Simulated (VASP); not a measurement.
# Cu in VASP: single point with PBE

Aim: the single point of Cu with PBE.

Program: VASP 6.6.1. These are calculated values, not measurements. Logs are shortened: lines on timing, memory, paths and dates and some standing lists are left out, and cuts for length are marked.

### Step 1. The cell of the first run

The cell holds a slab with vacuum, 13 atoms: a = 5.105 Å, b = 5.105 Å, c = 15.168 Å, α = 90.00°, β = 90.00°, γ = 60.00°.

### Step 2. Single point, PBE

Input file INCAR:

```
SYSTEM = Cu
ALGO = Normal
EDIFF = 1E-6
ENCUT = 520
GGA = PE
ISIF = 2
ISMEAR = 0
LASPH = .True.
LCHARG = .False.
LREAL = .False.
LWAVE = .False.
NBANDS = 84
NELM = 80
PREC = Accurate
SIGMA = 0.05
```

Input file KPOINTS:

```
k-points
0
Gamma
  4 4 1
  0 0 0
```

Input file POSCAR:

```
Cu
1.0
    5.1053110000      0.0000000000      0.0000000000
    2.5526550000      4.4213290000      0.0000000000
    0.0000000000      0.0000000000     15.1684690000
Cu
13
Direct
    0.1666667508      0.1666666290      0.0659262316
    0.6666666529      0.1666666290      0.0659262316
    0.1666665963      0.6666667421      0.0659262316
    0.6666666943      0.6666667421      0.0659262316
   -0.1698199154      0.3348922914      0.2025067922
    0.3315983540      0.3349662511      0.2025385687
   -0.1689196959      0.8344459324      0.2027973950
    0.3315950321      0.8334068783      0.2025405464
   -0.0062788696      0.0001859169      0.3384826115
    0.5005149404     -0.0002892795      0.3383115330
   -0.0062863296      0.5060467113      0.3384730522
    0.4955471926      0.5021922142      0.3437408218
    1.1660249118      0.1670022747      0.4611362557
```

Potentials or basis: VASP PAW PBE potentials, release 64 (Cu).

Launch:

```sh
cat potpaw_PBE.64/Cu/POTCAR > POTCAR
mpirun -np 1 vasp_std > vasp.out
```

OUTCAR:

```text
SYSTEM = Cu
   EDIFF = 1E-6
   ENCUT = 520
   GGA = PE
   ISIF = 2
   ISMEAR = 0
   LASPH = .True.
   LREAL = .False.
   NELM = 80
   PREC = Accurate

 ion  position               nearest neighbor table
   1  0.167  0.167  0.066-   6 2.54   8 2.54   5 2.55   2 2.55   3 2.55   4 2.55   3 2.55   2 2.55
                             4 2.55
   2  0.667  0.167  0.066-   5 2.54   7 2.54   6 2.55   4 2.55   1 2.55   3 2.55   1 2.55   4 2.55
                             3 2.55
   3  0.167  0.667  0.066-   8 2.54   6 2.54   7 2.55   4 2.55   2 2.55   1 2.55   1 2.55   4 2.55
                             2 2.55
   4  0.667  0.667  0.066-   5 2.54   7 2.54   8 2.55   2 2.55   3 2.55   1 2.55   3 2.55   1 2.55
                             2 2.55
   5  0.830  0.335  0.203-   2 2.54  11 2.54   4 2.54   9 2.54   6 2.55   8 2.55   1 2.55   7 2.55
                             7 2.55   8 2.56   6 2.56  12 2.60
   6  0.332  0.335  0.203-  10 2.54   3 2.54   1 2.54   8 2.54   5 2.55  11 2.55   2 2.55   7 2.55
                             7 2.55   5 2.56   8 2.56  12 2.59
   7  0.831  0.834  0.203-  11 2.52   9 2.52  10 2.52   4 2.54   2 2.54   3 2.55   8 2.55   5 2.55
                             6 2.55   6 2.55   5 2.55   8 2.55
   8  0.332  0.833  0.203-  10 2.54   3 2.54   1 2.54   6 2.54   5 2.55   9 2.55   4 2.55   7 2.55
                             7 2.55   5 2.56   6 2.56  12 2.59
   9  0.994  0.000  0.338-  13 2.39   7 2.52  10 2.52  11 2.52   5 2.54   8 2.55  12 2.55  12 2.55
                            11 2.58  10 2.59
  10  0.501  1.000  0.338-  13 2.38  11 2.52   9 2.52   7 2.52   8 2.54   6 2.54  12 2.55  12 2.55
                             9 2.59  11 2.59
  11  0.994  0.506  0.338-  13 2.39   7 2.52  10 2.52   9 2.52   5 2.54   6 2.55  12 2.55  12 2.55
                             9 2.58  10 2.59
  12  0.496  0.502  0.344-  11 2.55   9 2.55  10 2.55  10 2.55   9 2.55  11 2.55   6 2.59   8 2.59
                             5 2.60
  13  0.166  0.167  0.461-  10 2.38  11 2.39   9 2.39

  LATTYP: Found a hexagonal cell.
 ALAT       =     5.1053107325
 C/A-ratio  =     2.9711157253

  Lattice vectors:

 A1 = (  -2.5526550000,  -4.4213290000,   0.0000000000)
 A2 = (   5.1053110000,   0.0000000000,   0.0000000000)
 A3 = (   0.0000000000,   0.0000000000,  15.1684690000)

Analysis of symmetry for initial positions (statically):
=====================================================================
 Subroutine PRICEL returns:
 Original cell was already a primitive cell.

 Routine SETGRP: Setting up the symmetry group for a
 hexagonal supercell.

 Subroutine GETGRP returns: Found  1 space group operations
 (whereof  1 operations were pure point group operations)
 out of a pool of 24 trial point group operations.

The static configuration has the point symmetry C_1 .

Analysis of symmetry for dynamics (positions and initial velocities):
=====================================================================
 Subroutine PRICEL returns:
 Original cell was already a primitive cell.

 Routine SETGRP: Setting up the symmetry group for a
 hexagonal supercell.

 Subroutine GETGRP returns: Found  1 space group operations
 (whereof  1 operations were pure point group operations)
 out of a pool of 24 trial point group operations.

The dynamic configuration has the point symmetry C_1 .

 Subroutine INISYM returns: Found  1 space group operations
 (whereof  1 operations are pure point group operations),
 and found     1 'primitive' translations

----------------------------------------------------------------------------------------

                                     Primitive cell

  volume of cell :     342.3866

  direct lattice vectors                    reciprocal lattice vectors
     5.105311000  0.000000000  0.000000000     0.195874453 -0.113088147  0.000000000
     2.552655000  4.421329000  0.000000000     0.000000000  0.226176337  0.000000000
     0.000000000  0.000000000 15.168469000     0.000000000  0.000000000  0.065926232

  length of vectors
     5.105311000  5.105310732 15.168469000     0.226176326  0.226176337  0.065926232

  position of ions in fractional coordinates (direct lattice)
     0.166666751  0.166666629  0.065926232
     0.666666653  0.166666629  0.065926232
     0.166666596  0.666666742  0.065926232
[... 39 lines left out ...]
     0.000000000  0.056544084  0.000000000     0.000000000  0.250000000  0.000000000
     0.000000000  0.000000000  0.065926232     0.000000000  0.000000000  1.000000000

  Length of vectors
     0.056544081  0.056544084  0.065926232

  Shift w.r.t. Gamma in fractional coordinates (k-lattice)
     0.000000000  0.000000000  0.000000000

 Subroutine IBZKPT returns following result:
 ===========================================

 Found     10 irreducible k-points:

 Following reciprocal coordinates:
            Coordinates               Weight
  0.000000  0.000000  0.000000      1.000000
  0.250000 -0.000000  0.000000      2.000000
  0.250000  0.250000  0.000000      2.000000
  0.000000  0.250000  0.000000      2.000000
  0.500000 -0.000000  0.000000      1.000000
  0.500000  0.500000  0.000000      1.000000
  0.000000  0.500000  0.000000      1.000000
  0.500000  0.250000  0.000000      2.000000
  0.250000  0.500000  0.000000      2.000000
 -0.250000  0.250000  0.000000      2.000000
   k-points           NKPTS =     10   k-points in BZ     NKDIM =     10   number of bands    NBANDS=     84
   number of dos      NEDOS =    301   number of ions     NIONS =     13
   total plane-waves  NPLWV = 192000
   dimension x,y,z NGX =    40 NGY =   40 NGZ =  120
   dimension x,y,z NGXF=    80 NGYF=   80 NGZF=  240
   ions per type =              13
   NGX,Y,Z   is equivalent  to a cutoff of  13.03, 13.03, 13.15 a.u.
   NGXF,Y,Z  is equivalent  to a cutoff of  26.05, 26.05, 26.30 a.u.
 SYSTEM =  Cu
   PREC   = accura    normal or accurate (medium, high low for compatibility)
   ISTART =      0    job   : 0-new  1-cont  2-samecut
   ICHARG =      2    charge: 1-file 2-atom 10-const
   ISPIN  =      1    spin polarized calculation?
   LNONCOLLINEAR =      F non collinear calculations
   LSORBIT =      F    spin-orbit coupling
   LASPH  =      T    aspherical Exc in radial PAW
   ENCUT  =  520.0 eV  38.22 Ry    6.18 a.u.   9.49  9.49 28.20*2*pi/ulx,y,z
   NELM   =     80;   NELMIN=  2; NELMDL= -5     # of ELM steps
   EDIFF  = 0.1E-05   stopping-criterion for ELM
   LREAL  =      F    real-space projection
   EDIFFG = 0.1E-04   stopping-criterion for IOM
   NSW    =      0    number of steps for IOM
   IBRION =     -1    ionic relax: 0-MD 1-quasi-New 2-CG
   NFREE  =      0    steps in history (QN), initial steepest desc. (CG)
   ISIF   =      2    stress and relaxation
   ISYM   =      2    0-nonsym 1-usesym 2-fastsym
   POTIM  = 0.5000    time-step for ionic-motion
   TEBEG  =    0.0;   TEEND  =   0.0 temperature during run
   PSTRESS=    0.0 pullay stress
   NELECT =     143.0000    total number of electrons
   NUPDOWN=      -1.0000    fix difference up-down
   EMIN   =  10.00;   EMAX   =-10.00  energy-range for DOS
   EFERMI =   0.00;   METHOD = LEGACY
   ISMEAR =     0;   SIGMA  =   0.05  broadening in eV -4-tet -1-fermi 0-gaus
   EFERMI_NEDOS =   21; number of points for ismear=-14 and -15
   IALGO  =     38    algorithm
   IMIX   =      4    mixing-type and parameters
     AMIX     =   0.40;   BMIX     =  1.00
     AMIX_MAG =   1.60;   BMIX_MAG =  1.00
  volume/ion in A,a.u.               =      26.34       177.73
  Fermi-wavevector in a.u.,A,eV,Ry     =   1.223718  2.312491 20.374521  1.497485
  Thomas-Fermi vector in A             =   2.358818
   LORBIT       =      0    0 simple, 1 ext, 2 COOP (PROOUT), +10 PAW based schemes
   GGA     = PE    functional components
   LHFCALC =     F    Hartree Fock is set to
   AEXX    =    0.0000 exact exchange contribution
   IVDW    =     0    specifies the selected vdW correction
   LEPSILON=     F    determine dielectric tensor
   LRPA    =     F    only Hartree local field effects (RPA)
 non-spin polarized calculation
 Gauss-broadening in eV      SIGMA  =   0.05
  energy-cutoff  :      520.00
  volume of cell :      342.39
 maximum number of plane-waves:      9249
 NGX is ok and might be reduce to    40
   NGX = 19   NGY = 19   NGZ = 57

 number of electron     142.9999997 magnetization

 Free energy of the ion-electron system (eV)
  ---------------------------------------------------
  ext. energy  EPLUGINS =         0.00000000
  ---------------------------------------------------
  free energy    TOTEN  =       -43.76551209 eV

  energy without entropy =      -43.73450861  energy(sigma->0) =      -43.75001035

 E-fermi :   1.1189     XC(G=0):  -6.9857

 val. band max:        1.1121654616   @ k =   0.5000   0.5000   0.0000
 cond. band min:       1.1205660244   @ k =   0.5000  -0.0000   0.0000
 fundamental gap:      0.0084005628
 Fermi energy:         1.1189390066

 k-point     1 :       0.0000    0.0000    0.0000
  band No.  band energies     occupation
      1      -7.5569      2.00000
      2      -5.7414      2.00000
      3      -4.1745      2.00000
      4      -3.6336      2.00000
      5      -3.6067      2.00000
      6      -3.6044      2.00000
[... 849 lines left out ...]
     82       6.2285      0.00000
     83       6.3880      0.00000
 [bands above 83 left out]

------------------------ aborting loop because EDIFF is reached ----------------------------------------

  FORCE on cell =-STRESS in cart. coord.  units (eV):
  Direction    XX          YY          ZZ          XY          YZ          ZX
  --------------------------------------------------------------------------------------
  -------------------------------------------------------------------------------------
  Total       -1.2258052     -1.2851578      0.2773752     -0.0518788     -0.0216643      0.0385891
  in kB       -5.7360809     -6.0138178      1.2979603     -0.2427635     -0.1013769      0.1805755
  external PRESSURE =      -3.4839795 kB  Pullay stress =       0.0000000 kB

 VOLUME and BASIS-vectors are now :
 -----------------------------------------------------------------------------
  energy-cutoff  :      520.00
  volume of cell :      342.39
      direct lattice vectors                 reciprocal lattice vectors
     5.105311000  0.000000000  0.000000000     0.195874453 -0.113088147  0.000000000
     2.552655000  4.421329000  0.000000000     0.000000000  0.226176337  0.000000000
     0.000000000  0.000000000 15.168469000     0.000000000  0.000000000  0.065926232

 POSITION                                       TOTAL-FORCE (eV/Angst)
 -----------------------------------------------------------------------------------
      1.27633      0.73689      1.00000        -0.004513      0.002524      0.086167
      3.82898      0.73689      1.00000        -0.004879      0.034344     -0.065971
      2.55265      2.94755      1.00000         0.023921     -0.013855     -0.065937
      5.10531      2.94755      1.00000        -0.032239     -0.013026     -0.065883
      5.09319      1.48067      3.07172         0.005521     -0.003151      0.001394
      2.54797      1.48100      3.07220        -0.004057     -0.002040     -0.000981
      6.37298      3.68936      3.07613         0.001719     -0.001017     -0.004709
      3.82030      3.68477      3.07223        -0.000225      0.004510     -0.001066
      5.07373      0.00082      5.13426         0.005972     -0.002775      0.021816
      5.10720      4.42005      5.13167         0.013793     -0.007853      0.000018
      6.36498      2.23740      5.13412         0.005459     -0.003752      0.022044
      3.81185      2.22036      5.21402         0.004457     -0.002494      0.030305
      1.27391      0.73837      6.99473        -0.014929      0.008584      0.042803
 -----------------------------------------------------------------------------------
    total drift:                               -0.001199      0.000761     -0.003314

  FREE ENERGIE OF THE ION-ELECTRON SYSTEM (eV)
  ---------------------------------------------------
  free  energy   TOTEN  =       -43.7655120898 eV

  energy  without entropy=      -43.7345086148  energy(sigma->0) =      -43.75001035
```

It took 19 min on 1 thread of Oxide Virtual Turin-like, shared host; peak memory 0.5 GiB.

What came out:

```yaml
Free_energy: -43.7655 eV
Largest_force: 0.086 eV/Å
Band_gap_on_the_k_mesh: zero (an odd number of electrons rules out a gap without spin polarisation)
```

Forces in eV/Å, atoms in the order of the input:
```
Cu  -0.005  0.003  0.086
Cu  -0.005  0.034 -0.066
Cu   0.024 -0.014 -0.066
Cu  -0.032 -0.013 -0.066
Cu   0.006 -0.003  0.001
Cu  -0.004 -0.002 -0.001
Cu   0.002 -0.001 -0.005
Cu   0.000  0.005 -0.001
Cu   0.006 -0.003  0.022
Cu   0.014 -0.008  0.000
Cu   0.005 -0.004  0.022
Cu   0.004 -0.002  0.030
Cu  -0.015  0.009  0.043
```

Levels at points of the mesh, in eV from the Fermi level:
| k point | band 68 | band 69 | band 70 | band 71 | band 72 | band 73 | band 74 | band 75 | band 76 | band 77 |
| --- | --- | --- | --- | --- | --- | --- | --- | --- | --- | --- |
| (0.00, 0.00, 0.00) | -1.33 | -0.74 | 0.03 | 0.04 | 0.05 | 1.06 | 1.16 | 1.17 | 1.53 | 1.55 |
| (0.50, 0.00, 0.00) | -1.41 | -1.38 | -0.47 | -0.01 | 0.00 | 0.05 | 1.01 | 1.03 | 1.53 | 2.29 |
| (0.50, 0.50, 0.00) | -1.41 | -1.38 | -0.47 | -0.01 | 0.00 | 0.05 | 1.01 | 1.03 | 1.53 | 2.30 |
| (0.00, 0.50, 0.00) | -1.41 | -1.38 | -0.47 | -0.01 | 0.00 | 0.05 | 1.01 | 1.03 | 1.53 | 2.30 |

Caveat: there is no dipole correction, which matters where the two faces differ.
